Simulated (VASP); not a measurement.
Wanted: the native input for a VASP 6.6.1 run.

- Task: single point
- Functional: PBE
- Potentials or basis: VASP PAW PBE potentials, release 64 (C)
- Cutoff: 520 eV
- k mesh: 6 × 6 × 6
- Occupations: gaussian, width 0.05 eV
- Spin: no spin polarisation
- Dipole correction: no
- Further INCAR settings: LREAL = Auto; ALGO = Normal; EDIFF = 1e-07; NBANDS = 43

The structure of C (a cell with a defect) lies in POSCAR:

```
C
1.0
    3.5715485858      0.0000000000     -3.5715485858
    0.0000000000      3.5715485858     -3.5715485858
    3.5715485858      3.5715485858      0.0000000000
C
15
Direct
    0.2500000000      0.2500000000      0.2500000000
    0.2500000000      0.7500000000      0.7500000000
    0.2500000000      0.7500000000      0.2500000000
    0.7500000000      0.2500000000      0.7500000000
    0.7500000000      0.2500000000      0.2500000000
    0.7500000000      0.7500000000      0.7500000000
    0.7500000000      0.7500000000      0.2500000000
    0.1250000000      0.1250000000      0.1250000000
    0.1250000000      0.1250000000      0.6250000000
    0.1250000000      0.6250000000      0.1250000000
    0.0918610239      0.4843750000      0.7118819881
    0.6250000000      0.1250000000      0.1250000000
    0.6250000000      0.1250000000      0.6250000000
    0.6250000000      0.6250000000      0.1250000000
    0.6250000000      0.6250000000      0.6250000000
```

This cell differs from its parent crystal: atoms taken out, atom 11 moved 0.375 of the way to it and +0.350 Å across, host rigid.

These files were run (other wordings do the same):

INCAR

```
  ALGO = Normal
  EDIFF = 1E-7
  ENCUT = 520
  GGA = PE
  ISIF = 2
  ISMEAR = 0
  LASPH = True
  LCHARG = True
  LELF = True
  LREAL = Auto
  LVHAR = True
  LWAVE = False
  NBANDS = 43
  NELM = 100
  PREC = Accurate
  SIGMA = 0.05
```

KPOINTS

```
k-points
0
Gamma
  6 6 6
```

Potentials or basis: VASP PAW PBE potentials, release 64 (C).

Run with:

```sh
$ cat potpaw_PBE.64/C/POTCAR > POTCAR
$ mpirun -np 1 vasp_std > vasp.out
```

It gave:

```
Pressure               : -7.6 GPa
Largest force          : 5.290 eV/Å
Band gap on the k mesh : zero (bands 30 and 31 overlap by 2.05 eV)
```

Caveat: the cell differs from its parent crystal (atoms taken out, atom 11 moved 0.375 of the way to it and +0.350 Å across, host rigid).

Wall time 18 min on 1 thread of Intel Xeon 8259CL, with other jobs on the host, peak memory 0.32 GiB.
